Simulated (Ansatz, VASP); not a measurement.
## One calculation of AgCl, two programs

```
Ag Cl
1.0
     0.00000    2.81784    3.31069
     2.81784    0.00000    3.31069
     2.81784    2.81784    0.00000
Ag Cl
1 1
Direct
  0.00000 0.00000 0.00000
  0.25000 0.25000 0.25000
```

Change from the starting cell: epitaxial_xy strain -5.9%.

Alike in both runs: task single point; functional HSE06; k mesh 6 × 6 × 6; no spin polarisation.

```csv
,VASP,Ansatz
version,VASP 6.6.1,Ansatz 0.2.0
potentials or method,"VASP PAW PBE potentials, release 64 (Ag, Cl)","plane waves, PAW"
plane-wave cutoff (eV),520,420
occupations,"gaussian, width 0.01 eV",fixed
valence electrons in the cell,18,26
```

VASP gave:

```
gap on the k mesh at the Fermi level (eV)                     : 2.62
pressure (GPa)                                                : 1.1
traceless stress, the component that is largest in VASP (GPa) : -0.36
```

Problem. What did Ansatz give for the same quantities?

Solution. gap on the k mesh at the Fermi level (eV): 2.64; pressure (GPa): 1.3; traceless stress, the component that is largest in VASP (GPa): -0.35.

VASP's potentials hold 18 valence electrons a cell and Ansatz's 26, so a difference there can come from the potentials and not from the codes. Ansatz's warnings: stress exchange threshold loose, stress scf threshold loose.
